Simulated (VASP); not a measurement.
# Si8O17 (a cell with a defect) in VASP: notebook

Si8O17 (a cell with a defect) is run at these levels: PBE; tasks: single point.

All numbers are computed with VASP 6.6.1; they aren't measurements. Logs are shortened: lines on timing, memory, paths and dates and some standing lists are left out, and cuts for length are marked.

### Step 1. The cell of the first run

The cell holds a defect, 25 atoms: a = 8.726 Å, b = 8.726 Å, c = 7.186 Å, α = 65.69°, β = 65.69°, γ = 48.63°.

### Step 2. Single point, PBE

Contents of INCAR:

```
SYSTEM = Si8O17
ALGO     = Normal         ! electronic algorithm
EDIFF    = 1E-6           ! SCF threshold, eV
ENCUT    = 520            ! plane-wave cutoff, eV
GGA      = PE             ! functional
GGA_COMPAT= .False.      
ISIF     = 2              ! what is computed and relaxed
ISMEAR   = -1             ! smearing method
LASPH    = .True.         ! aspherical terms in the spheres
LCHARG   = .False.        ! write CHGCAR
LREAL    = .False.        ! projectors in reciprocal space
LWAVE    = .False.        ! write WAVECAR
NBANDS   = 85             ! bands
NELECT   = 136.0        
NELM     = 120            ! most SCF steps
PREC     = Accurate       ! precision mode
SIGMA    = 0.01           ! smearing width, eV
```

Contents of KPOINTS:

```
k-points
0
Gamma
  1 1 1
  0 0 0
```

Contents of POSCAR:

```
Si8O17
1.0
    0.0000000000      5.0813926900      7.0944098900
    5.0813926900      0.0000000000      7.0944098900
    5.0813926900      5.0813926900      0.0000000000
Si O
8 17
Direct
    0.2450769422      0.2364363976      0.4880895787
    0.7496248048      0.7494537887      0.9385149481
    0.0449668744      0.8526525328     -0.0580020804
    0.5814015039      0.1461458299      0.6248742898
    0.4297440010      0.8178826709      0.3747931111
    0.9281190923      0.3095140775      0.8784551207
   -0.0012979906      0.0019796541      0.2874575317
    0.5085151721      0.4809475329      0.7816238508
    0.1671807090      0.2140054703      0.7438220972
    0.5997154069      0.7468006738      0.1641125900
    0.5159684659      0.2940108120      0.7675280867
    1.0032548670      0.8662274727      0.1827668336
    0.4309267198      0.2602994817      0.4651795798
    0.8988424307      0.7959072647      0.9442111515
    0.2180546598      0.8704677289      0.3568802405
    0.6848990384      0.4056763752      0.8863664565
   -0.0515961072      0.2160582708      0.1257954504
    0.5354209594      0.6046998012      0.5457048923
    0.3969532582     -0.0009898104      0.4301963554
    0.8713672620      0.5452363957      0.8536694621
    0.2833284851      0.6360130953      0.9136352945
    0.8188926194      0.0551516065      0.4956328282
    0.0759215039      0.4119695333      0.3558664199
    0.5878340003      0.9473189115      0.7853635512
    0.0000943438      0.0654287945      0.7831503773
```

Potentials or basis: VASP PAW PBE potentials, release 64 (Si, O).

On the command line:

```
$ cat potpaw_PBE.64/Si/POTCAR potpaw_PBE.64/O/POTCAR > POTCAR
$ mpirun -np 1 vasp_gam > vasp.out
```

OUTCAR:

```text
SYSTEM = Si8O17
   EDIFF = 1E-6
   ENCUT = 520
   GGA = PE
   ISIF = 2
   ISMEAR = -1
   LASPH = .True.
   LREAL = .False.
   NELECT = 136.0
   NELM = 120
   PREC = Accurate

 ion  position               nearest neighbor table
   1  0.245  0.236  0.488-  23 1.55   9 1.65  19 1.69  13 1.70   6 2.95   4 2.98
   2  0.750  0.749  0.939-  20 1.59  10 1.61  14 1.62  24 1.64   4 2.97
   3  0.045  0.853  0.942-  25 1.60  14 1.64  21 1.65  12 1.65   7 3.03
   4  0.581  0.146  0.625-  13 1.61  24 1.62  22 1.62  11 1.64   2 2.97   1 2.98   8 3.14   7 3.15

   5  0.430  0.818  0.375-  19 1.60  10 1.61  18 1.61  15 1.63   8 3.09
   6  0.928  0.310  0.878-   9 1.64  17 1.65  16 1.67  20 1.71  25 2.12   1 2.95   7 3.01
   7  0.999  0.002  0.287-  17 1.61  22 1.61  12 1.62  15 1.63   6 3.01   3 3.03   4 3.15
   8  0.509  0.481  0.782-  16 1.61  18 1.61  21 1.61  11 1.63   5 3.09   4 3.14
   9  0.167  0.214  0.744-   6 1.64   1 1.65
  10  0.600  0.747  0.164-   5 1.61   2 1.61
  11  0.516  0.294  0.768-   8 1.63   4 1.64
  12  0.003  0.866  0.183-   7 1.62   3 1.65
  13  0.431  0.260  0.465-   4 1.61   1 1.70
  14  0.899  0.796  0.944-   2 1.62   3 1.64
  15  0.218  0.870  0.357-   7 1.63   5 1.63
  16  0.685  0.406  0.886-   8 1.61   6 1.67
  17  0.948  0.216  0.126-   7 1.61   6 1.65
  18  0.535  0.605  0.546-   8 1.61   5 1.61
  19  0.397  0.999  0.430-   5 1.60   1 1.69
  20  0.871  0.545  0.854-   2 1.59   6 1.71
  21  0.283  0.636  0.914-   8 1.61   3 1.65
  22  0.819  0.055  0.496-   7 1.61   4 1.62
  23  0.076  0.412  0.356-   1 1.55
  24  0.588  0.947  0.785-   4 1.62   2 1.64
  25  0.000  0.065  0.783-   3 1.60   6 2.12

  LATTYP: Found a body centered tetragonal cell.
 ALAT       =     7.1861744579
 C/A-ratio  =     1.9744608015

  Lattice vectors:

 A1 = (  -5.0813926900,   0.0000000000,   7.0944098900)
 A2 = (   5.0813926900,   0.0000000000,   7.0944098900)
 A3 = (   0.0000000000,   5.0813926900,  -7.0944098900)

Analysis of symmetry for initial positions (statically):
=====================================================================
 Subroutine PRICEL returns:
 Original cell was already a primitive cell.

 Routine SETGRP: Setting up the symmetry group for a
 body centered tetragonal supercell.

 Subroutine GETGRP returns: Found  1 space group operations
 (whereof  1 operations were pure point group operations)
 out of a pool of 16 trial point group operations.

The static configuration has the point symmetry C_1 .

Analysis of symmetry for dynamics (positions and initial velocities):
=====================================================================
 Subroutine PRICEL returns:
 Original cell was already a primitive cell.

 Routine SETGRP: Setting up the symmetry group for a
 body centered tetragonal supercell.

 Subroutine GETGRP returns: Found  1 space group operations
 (whereof  1 operations were pure point group operations)
 out of a pool of 16 trial point group operations.

The dynamic configuration has the point symmetry C_1 .

 Subroutine INISYM returns: Found  1 space group operations
 (whereof  1 operations are pure point group operations),
 and found     1 'primitive' translations

----------------------------------------------------------------------------------------

                                     Primitive cell

  volume of cell :     366.3632

  direct lattice vectors                    reciprocal lattice vectors
     0.000000000  5.081392690  7.094409890    -0.098398221  0.098398221  0.070478025
     5.081392690  0.000000000  7.094409890     0.098398221 -0.098398221  0.070478025
     5.081392690  5.081392690  0.000000000     0.098398221  0.098398221 -0.070478025

  length of vectors
     8.726465685  8.726465685  7.186174458     0.155985806  0.155985806  0.155985806

  position of ions in fractional coordinates (direct lattice)
     0.245076942  0.236436398  0.488089579
     0.749624805  0.749453789  0.938514948
     0.044966874  0.852652533  0.941997920
     0.581401504  0.146145830  0.624874290
     0.429744001  0.817882671  0.374793111
     0.928119092  0.309514077  0.878455121
[... 17 lines left out ...]
     0.587834000  0.947318911  0.785363551
     0.000094344  0.065428795  0.783150377

  ion indices of the primitive-cell ions
   primitive index   ion index
                 1           1
                 2           2
                 3           3
                 4           4
                 5           5
                 6           6
[... 17 lines left out ...]
                24          24
                25          25

----------------------------------------------------------------------------------------

 KPOINTS: k-points

Automatic generation of k-mesh.
 Grid dimensions read from file:
 generate k-points for:    1    1    1

 Generating k-lattice:

  Cartesian coordinates                     Fractional coordinates (reciprocal lattice)
[... 25 lines left out ...]
   NGXF,Y,Z  is equivalent  to a cutoff of  26.67, 26.67, 24.98 a.u.
 SYSTEM =  Si8O17
   PREC   = accura    normal or accurate (medium, high low for compatibility)
   ISTART =      0    job   : 0-new  1-cont  2-samecut
   ICHARG =      2    charge: 1-file 2-atom 10-const
   ISPIN  =      1    spin polarized calculation?
   LNONCOLLINEAR =      F non collinear calculations
   LSORBIT =      F    spin-orbit coupling
   LASPH  =      T    aspherical Exc in radial PAW
   ENCUT  =  520.0 eV  38.22 Ry    6.18 a.u.  16.23 16.23 13.36*2*pi/ulx,y,z
   NELM   =    120;   NELMIN=  2; NELMDL= -5     # of ELM steps
   EDIFF  = 0.1E-05   stopping-criterion for ELM
   LREAL  =      F    real-space projection
   EDIFFG = 0.1E-04   stopping-criterion for IOM
   NSW    =      0    number of steps for IOM
   IBRION =     -1    ionic relax: 0-MD 1-quasi-New 2-CG
   NFREE  =      0    steps in history (QN), initial steepest desc. (CG)
   ISIF   =      2    stress and relaxation
   ISYM   =      2    0-nonsym 1-usesym 2-fastsym
   POTIM  = 0.5000    time-step for ionic-motion
   TEBEG  =    0.0;   TEEND  =   0.0 temperature during run
   PSTRESS=    0.0 pullay stress
   NELECT =     136.0000    total number of electrons
   NUPDOWN=      -1.0000    fix difference up-down
   EMIN   =  10.00;   EMAX   =-10.00  energy-range for DOS
   EFERMI =   0.00;   METHOD = LEGACY
   ISMEAR =    -1;   SIGMA  =   0.01  broadening in eV -4-tet -1-fermi 0-gaus
   EFERMI_NEDOS =   21; number of points for ismear=-14 and -15
   IALGO  =     38    algorithm
   IMIX   =      4    mixing-type and parameters
     AMIX     =   0.40;   BMIX     =  1.00
     AMIX_MAG =   1.60;   BMIX_MAG =  1.00
  volume/ion in A,a.u.               =      14.65        98.89
  Fermi-wavevector in a.u.,A,eV,Ry     =   1.176568  2.223392 18.834727  1.384313
  Thomas-Fermi vector in A             =   2.312930
   LORBIT       =      0    0 simple, 1 ext, 2 COOP (PROOUT), +10 PAW based schemes
   GGA     = PE    functional components
   LHFCALC =     F    Hartree Fock is set to
   AEXX    =    0.0000 exact exchange contribution
   IVDW    =     0    specifies the selected vdW correction
   LEPSILON=     F    determine dielectric tensor
   LRPA    =     F    only Hartree local field effects (RPA)
 non-spin polarized calculation
  energy-cutoff  :      520.00
  volume of cell :      366.36
 maximum number of plane-waves:      4932
 NGX is ok and might be reduce to    70
   NGX = 33   NGY = 33   NGZ = 27

 number of electron     135.9999992 magnetization

 Free energy of the ion-electron system (eV)
  ---------------------------------------------------
  ext. energy  EPLUGINS =         0.00000000
  ---------------------------------------------------
  free energy    TOTEN  =      -188.03048146 eV

  energy without entropy =     -188.03048146  energy(sigma->0) =     -188.03048146

 E-fermi :   1.9395     XC(G=0):  -8.4280

 val. band max:        1.6544728427   @ k =   0.0000   0.0000   0.0000
 cond. band min:       5.2896371663   @ k =   0.0000   0.0000   0.0000
 fundamental gap:      3.6351643236
 Fermi energy:         1.9395226571

 k-point     1 :       0.0000    0.0000    0.0000
  band No.  band energies     occupation
      1     -19.6535      2.00000
      2     -18.9097      2.00000
      3     -18.8516      2.00000
      4     -18.7616      2.00000
      5     -18.6162      2.00000
      6     -18.4006      2.00000
[... 72 lines left out ...]
     79       9.2537      0.00000
     80       9.4033      0.00000
 [bands above 80 left out]

------------------------ aborting loop because EDIFF is reached ----------------------------------------

  FORCE on cell =-STRESS in cart. coord.  units (eV):
  Direction    XX          YY          ZZ          XY          YZ          ZX
  --------------------------------------------------------------------------------------
  -------------------------------------------------------------------------------------
  Total       15.5246968     19.0624361     19.9911347     -0.1355238     -4.7496847     -5.0962542
  in kB       67.8925188     83.3637408     87.4251204     -0.5926717    -20.7712948    -22.2869108
  external PRESSURE =      79.5604600 kB  Pullay stress =       0.0000000 kB

 VOLUME and BASIS-vectors are now :
 -----------------------------------------------------------------------------
  energy-cutoff  :      520.00
  volume of cell :      366.36
      direct lattice vectors                 reciprocal lattice vectors
     0.000000000  5.081392690  7.094409890    -0.098398221  0.098398221  0.070478025
     5.081392690  0.000000000  7.094409890     0.098398221 -0.098398221  0.070478025
     5.081392690  5.081392690  0.000000000     0.098398221  0.098398221 -0.070478025

 POSITION                                       TOTAL-FORCE (eV/Angst)
 -----------------------------------------------------------------------------------
      3.68160      3.72551      3.41605        -0.070296      0.081257      0.304954
      8.57723      8.57810     10.63508        -0.067567     -0.005038     -0.034824
      9.11932      5.01516      6.36808         0.100404      0.073932     -0.194659
      3.91786      6.12956      5.16152         0.017089      0.052770      0.087801
      6.06045      4.08817      8.85118        -0.053392     -0.017174      0.031806
      6.03654      9.17991      8.78028        -0.143335     -0.102204     -0.050191
[... 17 lines left out ...]
      8.80444      6.97776     10.89100        -0.071973     -0.034767      0.036979
      4.31196      3.97997      0.46485         0.410061      0.795689     -0.746258
 -----------------------------------------------------------------------------------
    total drift:                                0.000825      0.001285     -0.000549

  FREE ENERGIE OF THE ION-ELECTRON SYSTEM (eV)
  ---------------------------------------------------
  free  energy   TOTEN  =      -188.0304814563 eV

  energy  without entropy=     -188.0304814563  energy(sigma->0) =     -188.03048146
```

Wall time 48 s (1 thread of Intel Xeon Platinum 8488C (Sapphire Rapids), shared host); peak memory 0.51 GiB.

What came out:

```yaml
Free_energy: -188.0305 eV
Largest_force: 1.165 eV/Å
```

Forces on the atoms (eV/Å):
```
Si  -0.070  0.081  0.305
Si  -0.068 -0.005 -0.035
Si   0.100  0.074 -0.195
Si   0.017  0.053  0.088
Si  -0.053 -0.017  0.032
Si  -0.143 -0.102 -0.050
Si   0.010  0.065 -0.033
Si   0.037 -0.069  0.001
O   -0.079 -0.097  0.251
O    0.040 -0.067  0.084
O    0.044 -0.032  0.001
O    0.011  0.100 -0.181
O   -0.113 -0.033  0.180
O   -0.027 -0.075  0.032
O    0.028 -0.004  0.037
O    0.110 -0.115  0.059
O   -0.207 -0.050 -0.028
O   -0.039 -0.063  0.013
O    0.096 -0.072 -0.006
O   -0.060  0.004 -0.080
O    0.028 -0.203  0.073
O    0.071  0.043  0.117
O   -0.070 -0.176  0.047
O   -0.072 -0.035  0.037
O    0.410  0.796 -0.746
```

Levels at points of the mesh, in eV from the Fermi level:
```csv
k point,band 66,band 67,band 68,band 69,band 70,band 71
"(0.00, 0.00, 0.00)",-1.06,-0.43,-0.29,3.35,5.69,6.31
```

Caveat: the k points lie up to 0.98 Å⁻¹ apart; the cell carries a net charge on a neutralising background, which shifts energy and pressure; the cell is charged against a uniform background, so pressure and absolute levels hang on convention.

### Step 3. Single point, PBE

Contents of INCAR:

```
SYSTEM = Si8O17
PREC = Accurate ; ENCUT = 520
EDIFF = 1E-6 ; ISMEAR = -1
SIGMA = 0.01 ; LREAL = .False.
LASPH = .True. ; NELM = 120
ALGO = Normal ; ISIF = 2
LWAVE = .False. ; LCHARG = .False.
GGA = PE ; NBANDS = 85
NELECT = 136.0 ; GGA_COMPAT = .False.
```

Contents of KPOINTS:

```
Automatic mesh
0
Gamma
  1 1 1
  0 0 0
```

Contents of POSCAR:

```
Si8O17
1.0
    0.0000000000      5.0813926900      7.0944098900
    5.0813926900      0.0000000000      7.0944098900
    5.0813926900      5.0813926900      0.0000000000
Si O
8 17
Direct
    0.2203670281      0.2065310575      0.5215714974
    0.7461972347      0.7581667879      0.9473239169
    0.0718604837      0.8440891303     -0.0910422328
    0.5713488559      0.1446187974      0.6234249729
    0.4296513703      0.8110694418      0.3801346964
    0.9186343471      0.3327142693      0.9066182098
   -0.0037967559      0.0111119521      0.2850568528
    0.5235125951      0.4640784954      0.7874437521
    0.1547744105      0.1826771940      0.7848418111
    0.6041556568      0.7332932850      0.1709914811
    0.5285530774      0.2853150370      0.7593495508
    1.0095269813      0.9000483336      0.1400076751
    0.3959026219      0.2588163854      0.4948490433
    0.9033025405      0.7899627467      0.9577594905
    0.2209268267      0.8633530668      0.3527279128
    0.7153133789      0.3660388575      0.8890335979
   -0.0697993963      0.2425437145      0.1530623964
    0.5338498274      0.6046276676      0.5579199567
    0.4144617750     -0.0120797525      0.4243783344
    0.8726695871      0.5588548325      0.8456081633
    0.3055558738      0.6043410873      0.9383716055
    0.8092121818      0.0424115746      0.4858739100
    0.0644455518      0.4175859425      0.3716711067
    0.5801094059      0.9496517960      0.7993096683
    0.0167378470      0.2152700332      0.5225735519
```

Potentials or basis: VASP PAW PBE potentials, release 64 (Si, O).

On the command line:

```
$ cat potpaw_PBE.64/Si/POTCAR potpaw_PBE.64/O/POTCAR > POTCAR
$ mpirun -np 1 vasp_gam > vasp.out
```

It took 63 s on 1 thread of Intel Xeon Platinum 8488C (Sapphire Rapids), shared host; peak memory 0.54 GiB.

It converged, with:

- Free energy: -182.8466 eV
- Largest force: 0.178 eV/Å

Forces on the atoms (eV/Å):
```
Si  -0.035  0.148  0.092
Si  -0.005  0.029 -0.012
Si   0.012 -0.011 -0.012
Si   0.014  0.053  0.019
Si  -0.072  0.020 -0.037
Si   0.032 -0.027 -0.012
Si   0.011  0.040 -0.035
Si  -0.022  0.036 -0.021
O   -0.051  0.007  0.017
O    0.013 -0.019  0.008
O   -0.024 -0.014  0.015
O   -0.005 -0.003  0.013
O    0.001 -0.066 -0.035
O   -0.004 -0.011  0.017
O    0.012  0.001  0.011
O   -0.002  0.002  0.015
O    0.006 -0.001  0.007
O    0.033  0.000  0.009
O    0.048 -0.012  0.015
O    0.005  0.003 -0.012
O    0.011 -0.005 -0.006
O    0.009 -0.012 -0.012
O    0.023 -0.102  0.048
O   -0.001 -0.010  0.003
O   -0.007 -0.045 -0.098
```

Levels at points of the mesh, in eV from the Fermi level:
```csv
k point,band 66,band 67,band 68,band 69,band 70,band 71
"(0.00, 0.00, 0.00)",-2.16,-1.00,-0.29,0.82,3.23,4.81
```

Caveat: the k points lie up to 0.98 Å⁻¹ apart; the cell carries a net charge on a neutralising background, which shifts energy and pressure; the cell is charged against a uniform background, so pressure and absolute levels hang on convention.

### Step 4. Single point, PBE

Contents of INCAR:

```
SYSTEM = Si8O17
PREC = Accurate ; ENCUT = 520
EDIFF = 1E-6 ; ISMEAR = -1
SIGMA = 0.01 ; LREAL = .FALSE.
LASPH = .TRUE. ; NELM = 120
ALGO = Normal ; ISIF = 2
LWAVE = .FALSE. ; LCHARG = .TRUE.
GGA = PE ; LELF = .TRUE.
LVHAR = .TRUE. ; NELECT = 136.0
NBANDS = 85 ; GGA_COMPAT = .FALSE.
```

Contents of KPOINTS:

```
Automatic mesh
0
G
  1 1 1
  0 0 0
```

Contents of POSCAR:

```
Si8O17
1.0
    0.0000000000      5.0813926900      7.0944098900
    5.0813926900      0.0000000000      7.0944098900
    5.0813926900      5.0813926900      0.0000000000
Si O
8 17
Direct
    0.2388653727      0.2277662502      0.4802870769
    0.7540859627      0.7346192523      0.9559904928
    0.0600629164      0.8270941690     -0.0429739005
    0.5771478881      0.1476451645      0.6327843835
    0.4241030776      0.8139794601      0.3764477257
    0.9237830813      0.3144576091      0.8831843311
   -0.0095996350     -0.0011190860      0.2964812222
    0.5057936465      0.4755629579      0.7973099324
    0.1537395738      0.1884227819      0.7386051586
    0.6027882942      0.7153822295      0.1768682374
    0.4802688699      0.3224398949      0.7585249774
    0.9797243123      0.8631576472      0.2104066948
    0.4315816504      0.2343060095      0.4808127034
    0.9295705170      0.7342539846      0.9773124167
    0.2144027384      0.8630361351      0.3601423082
    0.7294812284      0.3366784828      0.8629119389
   -0.0472172518      0.2071407715      0.1237683124
    0.5098088642      0.6336835652      0.5779911421
    0.3991088789      0.0102607579      0.3869427497
    0.8533895042      0.5497170479      0.8443861896
    0.3141596069      0.6014308510      0.9734732133
    0.8110774310      0.0775464430      0.5041897424
    0.1089574906      0.4569022585      0.3275458728
    0.5968894844      0.9480750961      0.8089022809
    0.0097642279      0.3384495120      0.4097380877
```

On the command line:

```
$ cat potpaw_PBE.64/Si/POTCAR potpaw_PBE.64/O/POTCAR > POTCAR
$ mpirun -np 1 vasp_gam > vasp.out
```

Wall time 64 s (1 thread of Intel Xeon Platinum 8488C (Sapphire Rapids), shared host); peak memory 0.54 GiB.

Results (log left out):

| Quantity | Value |
| --- | --- |
| Free energy | -183.3909 eV |
| Largest force | 0.233 eV/Å |

Forces in eV/Å, atoms in the order of the input:
```
Si  -0.061  0.151  0.037
Si  -0.005 -0.003  0.010
Si   0.002 -0.010 -0.017
Si   0.016 -0.002  0.003
Si  -0.072  0.011 -0.011
Si   0.029 -0.003  0.000
Si   0.021  0.046  0.008
Si  -0.031  0.023 -0.028
O   -0.006 -0.001  0.006
O    0.011 -0.010 -0.021
O   -0.024  0.016  0.031
O   -0.012 -0.034  0.019
O    0.002 -0.024 -0.036
O   -0.034  0.036 -0.007
O    0.053  0.000  0.011
O    0.025 -0.001  0.011
O   -0.002 -0.011  0.019
O   -0.003  0.008  0.023
O    0.043 -0.025  0.002
O   -0.007  0.019  0.002
O    0.009 -0.036  0.005
O   -0.029 -0.004 -0.026
O    0.068 -0.083  0.175
O    0.019 -0.011  0.012
O   -0.013 -0.051 -0.227
```

Levels at points of the mesh, in eV from the Fermi level:
```
           k point  band 64  band 65  band 66  band 67  band 68  band 69  band 70  band 71  band 72  band 73
(0.00, 0.00, 0.00)    -3.32    -3.21    -2.15    -0.90    -0.33     2.64     3.00     4.39     4.68     5.41
```

Caveat: the k points lie up to 0.98 Å⁻¹ apart; the cell carries a net charge on a neutralising background, which shifts energy and pressure; the cell is charged against a uniform background, so pressure and absolute levels hang on convention.
